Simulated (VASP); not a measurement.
Crystal: TaN.

```
CELL_PARAMETERS angstrom
0.00000 2.17900 2.17900
2.17900 0.00000 2.17900
2.17900 2.17900 0.00000
ATOMIC_POSITIONS crystal
Ta 0.50000 0.50000 0.50000
N 0.00000 0.00000 0.00000
```

Base run:

| Item | Value |
| --- | --- |
| Program | VASP 6.6.1 |
| Functional | PBE |
| Potentials or basis | VASP PAW PBE potentials, release 64 (Ta_pv, N) |
| Cutoff | 520 eV |
| k mesh | 10 × 10 × 10 |
| Occupations | fermi-dirac, width 0.05 eV |
| Spin | no spin polarisation |

Its results: band gap on the k mesh zero (band 8 reaches 11.84 eV, above the bottom of band 9 at 7.67 eV); pressure 15.4 GPa.

**Question.** The run is repeated on the same cell with these changes: potentials or basis from VASP PAW PBE potentials, release 64 (Ta_pv, N) to VASP PAW PBE potentials, release 64 (Ta_sv_GW, N); cutoff from 520 eV to 600 eV; further incar settings from ALGO = Normal; EDIFF = 1e-06; NBANDS = 15 to ALGO = Normal; EDIFF = 1e-06; NBANDS = 16; valence electrons from 16 to 18. What comes out?

**Answer.** Band gap on the k mesh zero (band 9 reaches 16.23 eV, above the bottom of band 10 at 12.06 eV); pressure 14.5 GPa.

Caveats: spin-orbit coupling is left out, which moves the levels of the heavy elements.
